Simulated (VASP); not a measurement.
# SnSe2 (P-3m1) in VASP: a series of runs, part 2 of 2

VASP 6.6.1.

**3. Single point, PBE+D3(BJ)**

This run uses another cell than the first one, of 23.60 Å³/atom, 1.022 times its volume.

File INCAR:

```
PREC = Accurate
ENCUT = 500
EDIFF = 1E-6
ISMEAR = 0
SIGMA = 0.03
LREAL = F
LASPH = T
NELM = 120
ALGO = Normal
ISIF = 2
LWAVE = F
LCHARG = F
GGA = PE
IVDW = 12
NBANDS = 20
GGA_COMPAT = F
```

File KPOINTS:

```
Automatic mesh
0
Gamma
  12 12 6
```

File POSCAR:

```
SnSe2
1.0
    3.7920000000      0.0000000000      0.0000000000
   -1.8960000000      3.2839683311      0.0000000000
    0.0000000000      0.0000000000      5.6854000000
Sn Se
1 2
Direct
    0.0000000000      0.0000000000      0.0000000000
    0.3333333333      0.6666666667      0.2651331237
    0.6666666667      0.3333333333      0.7348668763
```

Potentials or basis: VASP PAW PBE potentials, release 64 (Sn_d, Se).

On the command line:

```sh
cat potpaw_PBE.64/Sn_d/POTCAR potpaw_PBE.64/Se/POTCAR > POTCAR
mpirun -np 1 vasp_std > vasp.out
```

OUTCAR:

```text
PREC = Accurate
   ENCUT = 500
   EDIFF = 1E-6
   ISMEAR = 0
   LREAL = F
   LASPH = T
   NELM = 120
   ISIF = 2
   GGA = PE
   IVDW = 12
 IVDW          = 12

 ion  position               nearest neighbor table
   1  0.000  0.000  0.000-   2 2.66   3 2.66   2 2.66   3 2.66   3 2.66   2 2.66
   2  0.333  0.667  0.265-   1 2.66   1 2.66   1 2.66
   3  0.667  0.333  0.735-   1 2.66   1 2.66   1 2.66

  LATTYP: Found a hexagonal cell.
 ALAT       =     3.7920000000
 C/A-ratio  =     1.4993143460

[... 744 lines left out ...]

 Edisp (eV)   -1.18696

 E8    (eV) :    -0.5195

  FORCE on cell =-STRESS in cart. coord.  units (eV):
  Direction    XX          YY          ZZ          XY          YZ          ZX
  --------------------------------------------------------------------------------------
  -------------------------------------------------------------------------------------
  Total       2.56169     2.56169     3.69279    -0.00000     0.00000     0.00000
  in kB      57.97076    57.97076    83.56729    -0.00000     0.00000     0.00000
  external pressure =       66.50 kB  Pullay stress =        0.00 kB

 VOLUME and BASIS-vectors are now :
 -----------------------------------------------------------------------------
  energy-cutoff  :      500.00
  volume of cell :       70.80
      direct lattice vectors                 reciprocal lattice vectors
     3.792000000  0.000000000  0.000000000     0.263713080  0.152254818  0.000000000
    -1.896000000  3.283968331  0.000000000     0.000000000  0.304509636  0.000000000
     0.000000000  0.000000000  5.685400000     0.000000000  0.000000000  0.175889119

 POSITION                                       TOTAL-FORCE (eV/Angst)
 -----------------------------------------------------------------------------------
      0.00000      0.00000      0.00000         0.000000      0.000000      0.000000
     -0.00000      2.18931      1.50739        -0.000000     -0.000000      0.946466
      1.89600      1.09466      4.17801        -0.000000      0.000000     -0.946466
 -----------------------------------------------------------------------------------
    total drift:                               -0.000000      0.000000      0.000000

  FREE ENERGIE OF THE ION-ELECTRON SYSTEM (eV)
  ---------------------------------------------------
  free  energy   TOTEN  =       -12.7646467260 eV

  energy  without entropy=      -12.7646467260  energy(sigma->0) =      -12.76464673
```

stdout:

```text
POSCAR found type information on POSCAR SnSe
 POSCAR found :  2 types and       3 ions
 scaLAPACK will be used
 LDA part: xc-table for (Slater+PW92), standard interpolation
 POSCAR, INCAR and KPOINTS ok, starting setup
 FFT: planning ... GRIDC
 FFT: planning ... GRID_SOFT
 FFT: planning ... GRID
 WAVECAR not read
 entering main loop
```

It took 1.7 min on 1 thread of Intel Xeon Platinum 8488C (Sapphire Rapids), shared host; peak memory 0.27 GiB.

Results:

| Item | Value |
| --- | --- |
| Free energy | -12.7646 eV |
| Pressure | 6.7 GPa |
| Largest force | 0.946 eV/Å |
| Band gap on the k mesh | 0.25 eV, indirect (least direct gap 0.67 eV) |
| Dispersion energy per atom | -0.396 eV |

Forces in eV/Å, atoms in the order of the input:
```
Sn   0.000  0.000  0.000
Se   0.000  0.000  0.946
Se   0.000  0.000 -0.946
```

Stress tensor (GPa, compression positive):
```
5.80 0.00 0.00
0.00 5.80 0.00
0.00 0.00 8.36
```

Levels at points of the mesh, in eV from the valence-band top:
```
           k point  band 10  band 11  band 12  band 13  band 14  band 15  band 16  band 17
(0.00, 0.00, 0.00)    -1.24    -1.07    -1.07    -0.03     0.64     2.42     4.26     4.26
(0.50, 0.00, 0.00)    -3.77    -3.42    -2.08    -0.67     0.95     3.31     4.71     4.78
(0.00, 0.00, 0.50)    -1.44    -1.44    -0.73    -0.73     2.31     2.42     3.72     3.72
(0.50, 0.00, 0.50)    -3.07    -2.30    -1.51    -1.47     0.71     3.83     4.41     5.61
```

Caveat: spin-orbit coupling is left out, which moves the levels of the heavy elements. A k mesh can miss the band edges.

**4. Single point, PBE+D3(BJ)**

This run uses another cell than the first one, of 23.70 Å³/atom, 1.026 times its volume.

File INCAR:

```
PREC = Accurate
ENCUT = 500
EDIFF = 1E-6
ISMEAR = 0
SIGMA = 0.03
LREAL = False
LASPH = True
NELM = 120
ALGO = Normal
ISIF = 2
LWAVE = False
LCHARG = False
GGA = PE
IVDW = 12
NBANDS = 20
GGA_COMPAT = False
```

KPOINTS is that of step 3.

File POSCAR:

```
SnSe2
1.0
    3.6960000000      0.0000000000      0.0000000000
   -1.8480000000      3.2008298924      0.0000000000
    0.0000000000      0.0000000000      6.0099097605
Sn Se
1 2
Direct
    0.0000000000      0.0000000000      0.0000000000
    0.3333333333      0.6666666667      0.2651331237
    0.6666666667      0.3333333333      0.7348668763
```

On the command line:

```sh
cat potpaw_PBE.64/Sn_d/POTCAR potpaw_PBE.64/Se/POTCAR > POTCAR
mpirun -np 1 vasp_std > vasp.out
```

Wall time 96 s (1 thread of Intel Xeon Platinum 8488C (Sapphire Rapids), shared host); peak memory 0.28 GiB.

It converged, with:

```yaml
Free_energy: -12.7808 eV
Pressure: 6.2 GPa
Largest_force: 0.471 eV/Å
Band_gap_on_the_k_mesh: 0.49 eV, indirect (least direct gap 1.24 eV)
Dispersion_energy_per_atom: -0.393 eV
```

Forces in eV/Å, atoms in the order of the input:
```
Sn   0.000  0.000  0.000
Se   0.000  0.000  0.471
Se   0.000  0.000 -0.471
```

Stress tensor (GPa, compression positive):
```
7.07 0.00 0.00
0.00 7.07 0.00
0.00 0.00 4.45
```

Levels at points of the mesh, in eV from the valence-band top:
```csv
k point,band 11,band 12,band 13,band 14,band 15,band 16
"(0.00, 0.00, 0.00)",-0.34,-0.34,-0.25,1.29,3.26,4.86
"(0.50, 0.00, 0.00)",-2.70,-1.87,-0.31,1.31,3.67,4.94
"(0.00, 0.00, 0.50)",-0.71,-0.09,-0.09,3.03,3.20,4.48
"(0.50, 0.00, 0.50)",-2.28,-1.16,-0.92,0.65,3.77,4.57
```

Caveat: spin-orbit coupling is left out, which moves the levels of the heavy elements. A k mesh can miss the band edges.

**5. Single point, PBE+D3(BJ)**

This run uses another cell than the first one, of 24.20 Å³/atom, 1.048 times its volume.

File INCAR:

```
PREC = Accurate
ENCUT = 500
EDIFF = 1E-6
ISMEAR = 0
SIGMA = 0.03
LREAL = F
LASPH = T
NELM = 120
ALGO = Normal
ISIF = 2
LWAVE = F
LCHARG = F
GGA = PE
IVDW = 12
NBANDS = 20
GGA_COMPAT = F
```

KPOINTS is that of step 4.

File POSCAR:

```
SnSe2
1.0
    3.8400433021      0.0000000000      0.0000000000
   -1.9200216511      3.3255750513      0.0000000000
    0.0000000000      0.0000000000      5.6854000000
Sn Se
1 2
Direct
    0.0000000000      0.0000000000      0.0000000000
    0.3333333333      0.6666666667      0.2651331237
    0.6666666667      0.3333333333      0.7348668763
```

Potentials or basis: VASP PAW PBE potentials, release 64 (Sn_d, Se).

On the command line:

```sh
cat potpaw_PBE.64/Sn_d/POTCAR potpaw_PBE.64/Se/POTCAR > POTCAR
mpirun -np 1 vasp_std > vasp.out
```

OUTCAR:

```text
PREC = Accurate
   ENCUT = 500
   EDIFF = 1E-6
   ISMEAR = 0
   LREAL = F
   LASPH = T
   NELM = 120
   ISIF = 2
   GGA = PE
   IVDW = 12
 IVDW          = 12

 ion  position               nearest neighbor table
   1  0.000  0.000  0.000-   2 2.68   3 2.68   3 2.68   2 2.68   3 2.68   2 2.68
   2  0.333  0.667  0.265-   1 2.68   1 2.68   1 2.68
   3  0.667  0.333  0.735-   1 2.68   1 2.68   1 2.68

  LATTYP: Found a hexagonal cell.
 ALAT       =     3.8400433021
 C/A-ratio  =     1.4805562210

[... 744 lines left out ...]

 Edisp (eV)   -1.15679

 E8    (eV) :    -0.5064

  FORCE on cell =-STRESS in cart. coord.  units (eV):
  Direction    XX          YY          ZZ          XY          YZ          ZX
  --------------------------------------------------------------------------------------
  -------------------------------------------------------------------------------------
  Total       1.50173     1.50173     2.90068    -0.00000     0.00000    -0.00000
  in kB      33.13892    33.13892    64.00980    -0.00000     0.00000    -0.00000
  external pressure =       43.43 kB  Pullay stress =        0.00 kB

 VOLUME and BASIS-vectors are now :
 -----------------------------------------------------------------------------
  energy-cutoff  :      500.00
  volume of cell :       72.60
      direct lattice vectors                 reciprocal lattice vectors
     3.840043302  0.000000000  0.000000000     0.260413730  0.150349937  0.000000000
    -1.920021651  3.325575051  0.000000000     0.000000000  0.300699874  0.000000000
     0.000000000  0.000000000  5.685400000     0.000000000  0.000000000  0.175889119

 POSITION                                       TOTAL-FORCE (eV/Angst)
 -----------------------------------------------------------------------------------
      0.00000      0.00000      0.00000        -0.000000      0.000000      0.000000
     -0.00000      2.21705      1.50739        -0.000000      0.000000      0.763231
      1.92002      1.10853      4.17801         0.000000     -0.000000     -0.763231
 -----------------------------------------------------------------------------------
    total drift:                               -0.000000      0.000000      0.000000

  FREE ENERGIE OF THE ION-ELECTRON SYSTEM (eV)
  ---------------------------------------------------
  free  energy   TOTEN  =       -12.8158958454 eV

  energy  without entropy=      -12.8158958386  energy(sigma->0) =      -12.81589584
```

Run time: 88 s. Hardware: 1 thread of Intel Xeon Platinum 8488C (Sapphire Rapids), shared host; peak memory 0.27 GiB.

What came out:

```
Free energy                : -12.8159 eV
Pressure                   : 4.3 GPa
Largest force              : 0.763 eV/Å
Band gap on the k mesh     : 0.19 eV, indirect (least direct gap 0.43 eV)
Dispersion energy per atom : -0.386 eV
```

Forces in eV/Å, atoms in the order of the input:
```
Sn   0.000  0.000  0.000
Se   0.000  0.000  0.763
Se   0.000  0.000 -0.763
```

Caveat: spin-orbit coupling is left out, which moves the levels of the heavy elements. A k mesh can miss the band edges.

**6. Overview**

| cell | gap on the mesh (eV) | pressure (GPa) | largest force (eV/Å) |
| --- | --- | --- | --- |
| a = 3.648, b = 3.648, c = 6.010 Å, angles 90.0, 90.0, 120.0°, 3 atoms | 0.47 | 8.8 | 0.66 |
| a = 3.792, b = 3.792, c = 5.685 Å, angles 90.0, 90.0, 120.0°, 3 atoms | 0.25 | 6.7 | 0.95 |
| a = 3.696, b = 3.696, c = 6.010 Å, angles 90.0, 90.0, 120.0°, 3 atoms | 0.49 | 6.2 | 0.47 |
| a = 3.840, b = 3.840, c = 5.685 Å, angles 90.0, 90.0, 120.0°, 3 atoms | 0.19 | 4.3 | 0.76 |

Alike in all rows: task single point; level PBE+D3(BJ); potentials or basis VASP PAW PBE potentials, release 64 (Sn_d, Se); no spin polarisation; k mesh 12 × 12 × 6; cutoff (eV) 500; smearing gaussian 0.03 eV.

Caveats: spin-orbit coupling is left out, which moves the levels of the heavy elements.

Total energies depend on the potentials used, so only differences within one code and one set of settings carry meaning.
